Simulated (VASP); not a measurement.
# InP (F-43m) in VASP: further runs

The runs below take InP through single point, with PBEsol.

All numbers are computed with VASP 6.6.1; they aren't measurements. Logs are shortened: lines on timing, memory, paths and dates and some standing lists are left out, and cuts for length are marked.

**1. The cell of the first run**

It takes space group F-43m (No. 216, cubic). The conventional cell has a = 5.457 Å, b = 5.457 Å, c = 5.457 Å, α = 90.00°, β = 90.00°, γ = 90.00°. Within 3.1 Å of In (site symmetry -43m) lie 4 P at 2.36 Å. P (site symmetry -43m) has 4 In at 2.36 Å within 3.1 Å.

**2. Single point, PBEsol (volume scaled by 0.800)**

The input, INCAR:

```
SYSTEM = InP
PREC     = Accurate       ! precision mode
ENCUT    = 520            ! plane-wave cutoff, eV
EDIFF    = 1E-6           ! SCF threshold, eV
ISMEAR   = 0              ! smearing method
SIGMA    = 0.05           ! smearing width, eV
LREAL    = .False.        ! projectors in reciprocal space
LASPH    = .True.         ! aspherical terms in the spheres
NELM     = 80             ! most SCF steps
ALGO     = Normal         ! electronic algorithm
ISIF     = 2              ! what is computed and relaxed
LWAVE    = .False.        ! write WAVECAR
LCHARG   = .True.         ! write CHGCAR
GGA      = PS             ! functional
LELF     = .True.         ! ELF
LVHAR    = .True.       
NBANDS   = 16             ! bands
```

The input, KPOINTS:

```
regular mesh
0
Gamma
  14 14 14
  0 0 0
```

The input, POSCAR:

```
InP
1.0
    0.0000000000      2.7285726481      2.7285726481
    2.7285726481      0.0000000000      2.7285726481
    2.7285726481      2.7285726481      0.0000000000
In P
1 1
Direct
    0.0000000000      0.0000000000      0.0000000000
    0.2500000000      0.2500000000      0.2500000000
```

Potentials or basis: VASP PAW PBE potentials, release 64 (In_d, P).

Command:

```console
cat potpaw_PBE.64/In_d/POTCAR potpaw_PBE.64/P/POTCAR > POTCAR
mpirun -np 1 vasp_std > vasp.out
```

OUTCAR:

```text
SYSTEM = InP
   PREC = Accurate
   ENCUT = 520
   EDIFF = 1E-6
   ISMEAR = 0
   LREAL = .False.
   LASPH = .True.
   NELM = 80
   ISIF = 2
   GGA = PS

 ion  position               nearest neighbor table
   1  0.000  0.000  0.000-   2 2.36   2 2.36   2 2.36   2 2.36
   2  0.250  0.250  0.250-   1 2.36   1 2.36   1 2.36   1 2.36

  LATTYP: Found a face centered cubic cell.
 ALAT       =     5.4571452962

  Lattice vectors:

 A1 = (   0.0000000000,   2.7285726481,   2.7285726481)
 A2 = (   2.7285726481,   0.0000000000,   2.7285726481)
 A3 = (   2.7285726481,   2.7285726481,   0.0000000000)

Analysis of symmetry for initial positions (statically):
=====================================================================
 Subroutine PRICEL returns:
 Original cell was already a primitive cell.

 Routine SETGRP: Setting up the symmetry group for a
 face centered cubic supercell.

 Subroutine GETGRP returns: Found 24 space group operations
 (whereof 24 operations were pure point group operations)
 out of a pool of 48 trial point group operations.

The static configuration has the point symmetry T_d .

Analysis of symmetry for dynamics (positions and initial velocities):
=====================================================================
 Subroutine PRICEL returns:
 Original cell was already a primitive cell.

 Routine SETGRP: Setting up the symmetry group for a
 face centered cubic supercell.

 Subroutine GETGRP returns: Found 24 space group operations
 (whereof 24 operations were pure point group operations)
 out of a pool of 48 trial point group operations.

The dynamic configuration has the point symmetry T_d .

 Subroutine INISYM returns: Found 24 space group operations
 (whereof 24 operations are pure point group operations),
 and found     1 'primitive' translations

----------------------------------------------------------------------------------------

                                     Primitive cell

  volume of cell :      40.6290

  direct lattice vectors                    reciprocal lattice vectors
     0.000000000  2.728572648  2.728572648    -0.183245991  0.183245991  0.183245991
     2.728572648  0.000000000  2.728572648     0.183245991 -0.183245991  0.183245991
     2.728572648  2.728572648  0.000000000     0.183245991  0.183245991 -0.183245991

  length of vectors
     3.858784445  3.858784445  3.858784445     0.317391367  0.317391367  0.317391367

  position of ions in fractional coordinates (direct lattice)
     0.000000000  0.000000000  0.000000000
     0.250000000  0.250000000  0.250000000

  ion indices of the primitive-cell ions
   primitive index   ion index
                 1           1
                 2           2

----------------------------------------------------------------------------------------

 KPOINTS: regular mesh

Automatic generation of k-mesh.
 Grid dimensions read from file:
 generate k-points for:   14   14   14

 Generating k-lattice:

  Cartesian coordinates                     Fractional coordinates (reciprocal lattice)
    -0.013088999  0.013088999  0.013088999     0.071428571  0.000000000  0.000000000
     0.013088999 -0.013088999  0.013088999     0.000000000  0.071428571  0.000000000
     0.013088999  0.013088999 -0.013088999     0.000000000  0.000000000  0.071428571

  Length of vectors
     0.022670812  0.022670812  0.022670812

  Shift w.r.t. Gamma in fractional coordinates (k-lattice)
     0.000000000  0.000000000  0.000000000

 Subroutine IBZKPT returns following result:
 ===========================================

 Found    104 irreducible k-points:

 Following reciprocal coordinates:
            Coordinates               Weight
  0.000000  0.000000  0.000000      1.000000
  0.071429  0.000000  0.000000      8.000000
  0.142857  0.000000  0.000000      8.000000
  0.214286  0.000000  0.000000      8.000000
  0.285714  0.000000  0.000000      8.000000
  0.357143  0.000000  0.000000      8.000000
[... 16 lines left out ...]
  0.214286  0.142857  0.000000     24.000000
  0.285714  0.142857  0.000000     24.000000
 [... further k-points ...]
   k-points           NKPTS =    104   k-points in BZ     NKDIM =    104   number of bands    NBANDS=     16
   number of dos      NEDOS =    301   number of ions     NIONS =      2
   total plane-waves  NPLWV =  27000
   dimension x,y,z NGX =    30 NGY =   30 NGZ =   30
   dimension x,y,z NGXF=    60 NGYF=   60 NGZF=   60
   ions per type =               1   1
   NGX,Y,Z   is equivalent  to a cutoff of  12.92, 12.92, 12.92 a.u.
   NGXF,Y,Z  is equivalent  to a cutoff of  25.85, 25.85, 25.85 a.u.
 SYSTEM =  InP
   PREC   = accura    normal or accurate (medium, high low for compatibility)
   ISTART =      0    job   : 0-new  1-cont  2-samecut
   ICHARG =      2    charge: 1-file 2-atom 10-const
   ISPIN  =      1    spin polarized calculation?
   LNONCOLLINEAR =      F non collinear calculations
   LSORBIT =      F    spin-orbit coupling
   LASPH  =      T    aspherical Exc in radial PAW
   ENCUT  =  520.0 eV  38.22 Ry    6.18 a.u.   7.17  7.17  7.17*2*pi/ulx,y,z
   NELM   =     80;   NELMIN=  2; NELMDL= -5     # of ELM steps
   EDIFF  = 0.1E-05   stopping-criterion for ELM
   LREAL  =      F    real-space projection
   EDIFFG = 0.1E-04   stopping-criterion for IOM
   NSW    =      0    number of steps for IOM
   IBRION =     -1    ionic relax: 0-MD 1-quasi-New 2-CG
   NFREE  =      0    steps in history (QN), initial steepest desc. (CG)
   ISIF   =      2    stress and relaxation
   ISYM   =      2    0-nonsym 1-usesym 2-fastsym
   POTIM  = 0.5000    time-step for ionic-motion
   TEBEG  =    0.0;   TEEND  =   0.0 temperature during run
   PSTRESS=    0.0 pullay stress
   NELECT =      18.0000    total number of electrons
   NUPDOWN=      -1.0000    fix difference up-down
   EMIN   =  10.00;   EMAX   =-10.00  energy-range for DOS
   EFERMI =   0.00;   METHOD = LEGACY
   ISMEAR =     0;   SIGMA  =   0.05  broadening in eV -4-tet -1-fermi 0-gaus
   EFERMI_NEDOS =   21; number of points for ismear=-14 and -15
   IALGO  =     38    algorithm
   IMIX   =      4    mixing-type and parameters
     AMIX     =   0.40;   BMIX     =  1.00
     AMIX_MAG =   1.60;   BMIX_MAG =  1.00
  volume/ion in A,a.u.               =      20.31       137.09
  Fermi-wavevector in a.u.,A,eV,Ry     =   1.248016  2.358408 21.191671  1.557544
  Thomas-Fermi vector in A             =   2.382122
   LORBIT       =      0    0 simple, 1 ext, 2 COOP (PROOUT), +10 PAW based schemes
   GGA     = PS    functional components
   LHFCALC =     F    Hartree Fock is set to
   AEXX    =    0.0000 exact exchange contribution
   IVDW    =     0    specifies the selected vdW correction
   LEPSILON=     F    determine dielectric tensor
   LRPA    =     F    only Hartree local field effects (RPA)
 non-spin polarized calculation
 Gauss-broadening in eV      SIGMA  =   0.05
  energy-cutoff  :      520.00
  volume of cell :       40.63
 maximum number of plane-waves:      1113
 NGX is ok and might be reduce to    30
   NGX = 15   NGY = 15   NGZ = 15

 number of electron      17.9999997 magnetization

 Free energy of the ion-electron system (eV)
  ---------------------------------------------------
  ext. energy  EPLUGINS =         0.00000000
  ---------------------------------------------------
  free energy    TOTEN  =        -8.51773215 eV

  energy without entropy =       -8.51773215  energy(sigma->0) =       -8.51773215

 E-fermi :   8.0375     XC(G=0): -10.4570

 val. band max:        7.7711534846   @ k =   0.0000   0.0000   0.0000
 cond. band min:       8.9582885795   @ k =   0.5000   0.5000   0.0000
 fundamental gap:      1.1871350949
 Fermi energy:         8.0375213523

 k-point     1 :       0.0000    0.0000    0.0000
  band No.  band energies     occupation
      1      -7.0627      2.00000
      2      -7.0627      2.00000
      3      -7.0627      2.00000
      4      -6.7650      2.00000
      5      -6.7650      2.00000
      6      -5.5049      2.00000
[... 8 lines left out ...]
     15      17.5064      0.00000
     16      17.5064      0.00000

 k-point     2 :       0.0714    0.0000    0.0000
  band No.  band energies     occupation
      1      -7.0812      2.00000
      2      -7.0575      2.00000
      3      -7.0575      2.00000
      4      -6.7653      2.00000
      5      -6.7653      2.00000
      6      -5.4191      2.00000
[... 8 lines left out ...]
     15      17.1019      0.00000
     16      17.5274      0.00000

 k-point     3 :       0.1429    0.0000    0.0000
  band No.  band energies     occupation
      1      -7.1280      2.00000
      2      -7.0435      2.00000
      3      -7.0435      2.00000
      4      -6.7652      2.00000
      5      -6.7652      2.00000
      6      -5.1709      2.00000
[... 8 lines left out ...]
     15      16.5621      0.00000
     16      17.7954      0.00000

 k-point     4 :       0.2143    0.0000    0.0000
  band No.  band energies     occupation
      1      -7.1867      2.00000
      2      -7.0250      2.00000
      3      -7.0250      2.00000
      4      -6.7630      2.00000
      5      -6.7630      2.00000
      6      -4.7807      2.00000
[... 8 lines left out ...]
     15      16.3527      0.00000
     16      17.3510      0.00000
[... 324 lines left out ...]
 k-point    22 :       0.1429    0.1429    0.0000
  band No.  band energies     occupation
      1      -7.1623      2.00000
      2      -7.0247      2.00000
      3      -7.0247      2.00000
      4      -6.7849      2.00000
      5      -6.7513      2.00000
      6      -5.0664      2.00000
[... 8 lines left out ...]
     15      17.6565      0.00000
     16      18.9794      0.00000

 k-point    23 :       0.2143    0.1429    0.0000
  band No.  band energies     occupation
      1      -7.2052      2.00000
      2      -7.0078      2.00000
      3      -7.0048      2.00000
      4      -6.7937      2.00000
      5      -6.7449      2.00000
      6      -4.7834      2.00000
[... 8 lines left out ...]
     15      17.5742      0.00000
     16      19.2931      0.00000

 k-point    24 :       0.2857    0.1429    0.0000
  band No.  band energies     occupation
      1      -7.2491      2.00000
      2      -6.9938      2.00000
      3      -6.9849      2.00000
      4      -6.7974      2.00000
      5      -6.7383      2.00000
      6      -4.3668      2.00000
[... 8 lines left out ...]
     15      17.6296      0.00000
     16      18.8221      0.00000

 [... further k-points ...]
[... 5 lines left out ...]
  --------------------------------------------------------------------------------------
  -------------------------------------------------------------------------------------
  Total        6.2331782      6.2331782      6.2331782      0.0000000     -0.0000000      0.0000000
  in kB      245.8009562    245.8009562    245.8009562      0.0000000     -0.0000000      0.0000000
  external PRESSURE =     245.8009562 kB  Pullay stress =       0.0000000 kB

 VOLUME and BASIS-vectors are now :
 -----------------------------------------------------------------------------
  energy-cutoff  :      520.00
  volume of cell :       40.63
      direct lattice vectors                 reciprocal lattice vectors
     0.000000000  2.728572648  2.728572648    -0.183245991  0.183245991  0.183245991
     2.728572648  0.000000000  2.728572648     0.183245991 -0.183245991  0.183245991
     2.728572648  2.728572648  0.000000000     0.183245991  0.183245991 -0.183245991

 POSITION                                       TOTAL-FORCE (eV/Angst)
 -----------------------------------------------------------------------------------
      0.00000      0.00000      0.00000        -0.000000     -0.000000     -0.000000
      1.36429      1.36429      1.36429         0.000000      0.000000      0.000000
 -----------------------------------------------------------------------------------
    total drift:                               -0.000000     -0.000000     -0.000000

  FREE ENERGIE OF THE ION-ELECTRON SYSTEM (eV)
  ---------------------------------------------------
  free  energy   TOTEN  =        -8.5177321517 eV

  energy  without entropy=       -8.5177321517  energy(sigma->0) =       -8.51773215
```

Wall time 71 s (1 thread of Intel Xeon 6975P-C, shared host); peak memory 0.21 GiB.

Results:

| Property | Result |
| --- | --- |
| Free energy | -8.5177 eV |
| Pressure | 24.6 GPa |
| Band gap on the k mesh | 1.19 eV, indirect (least direct gap 1.71 eV) |

Levels at points of the mesh, in eV from the valence-band top:
```csv
k point,band 5,band 6,band 7,band 8,band 9,band 10,band 11,band 12,band 13,band 14
"(0.00, 0.00, 0.00)",-14.54,-13.28,0.00,0.00,0.00,1.71,3.89,3.89,3.89,9.41
"(0.50, 0.00, 0.00)",-14.51,-10.68,-7.17,-1.36,-1.36,1.87,4.65,4.65,7.16,10.46
"(0.50, 0.50, 0.00)",-14.46,-9.77,-6.91,-3.21,-3.21,1.19,1.98,10.56,10.77,10.92
```

Caveat: the PAW data sets were made with another functional, which shifts forces and pressure a little; spin-orbit coupling is left out, which moves the levels of the heavy elements.

(Continued in part 2 of 2.)
